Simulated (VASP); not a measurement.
Input of a VASP 6.6.1 run:

The input INCAR:

```
SYSTEM = C
ALGO = Normal
EDIFF = 1E-6
ENCUT = 520
GGA = PE
ISIF = 2
ISMEAR = 0
LASPH = .TRUE.
LCHARG = .FALSE.
LREAL = .FALSE.
LWAVE = .FALSE.
NBANDS = 26
NELM = 100
PREC = Accurate
SIGMA = 0.05
```

KPOINTS

```
k-points
0
G
  12 12 4
  0 0 0
```

File POSCAR:

```
C
1.0
    2.5180642186      0.0000000000      0.0000000000
   -1.2590321093      2.1807075817      0.0000000000
    0.0000000000      0.0000000000      8.3046919353
C
8
Direct
   -0.0145328010     -0.0106387487      0.0929732494
    0.0145328010      0.0106387487      0.5929732494
    0.0145328010      0.0106387487      0.4070267506
   -0.0145328010     -0.0106387487      0.9070267506
    0.3214328614      0.6579549166      0.1555299995
    0.6785671386      0.3420450834      0.6555299995
    0.3452338053      0.6753784168      0.3444700005
    0.6547661947      0.3246215832      0.8444700005
```

Potentials or basis: VASP PAW PBE potentials, release 64 (C).

The run is started by

```sh
$ cat potpaw_PBE.64/C/POTCAR > POTCAR
$ mpirun -np 1 vasp_std > vasp.out
```

(1) What does it give for the band gap on the k mesh?

(2) Predict the pressure.

## Answers

(1) 4.53 eV (least direct gap 5.30 eV).

(2) 0.6 GPa.

Caveat: the cell differs from its parent crystal (atoms displaced along several vibrational modes).
